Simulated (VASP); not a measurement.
A run of VASP 6.6.1 is set up as follows.

INCAR

```
SYSTEM = MgO
PREC = Accurate
ENCUT = 520
EDIFF = 1E-7
ISMEAR = 0
SIGMA = 0.01
LREAL = .False.
LASPH = .True.
NELM = 80
ALGO = Normal
ISIF = 2
LWAVE = .False.
LCHARG = .False.
GGA = PS
NBANDS = 16
```

Contents of KPOINTS:

```
regular mesh
0
Gamma
  8 8 5
  0 0 0
```

The input POSCAR:

```
MgO
1.0
    3.3008720241     -0.0000000029      0.0000000000
   -1.6504360095      2.8586390289      0.0000000000
    0.0000000000      0.0000000000      3.9850503977
Mg O
2 2
Direct
    0.3333333333      0.6666666667     -0.0477014291
    0.6666666667      0.3333333333      0.4522985709
    0.3333333333      0.6666666667      0.4523014284
    0.6666666667      0.3333333333      0.9523014284
```

Potentials or basis: VASP PAW PBE potentials, release 64 (Mg, O).

The run is started by

```console
$ cat potpaw_PBE.64/Mg/POTCAR potpaw_PBE.64/O/POTCAR > POTCAR
$ mpirun -np 1 vasp_std > vasp.out
```

(1) Estimate the band gap on the k mesh.

(2) Estimate the pressure.

Results:

(1) 4.12 eV.

(2) 30.2 GPa.

Caveat: the cell stands under pressure; the PAW data sets were made with another functional, which shifts forces and pressure a little.
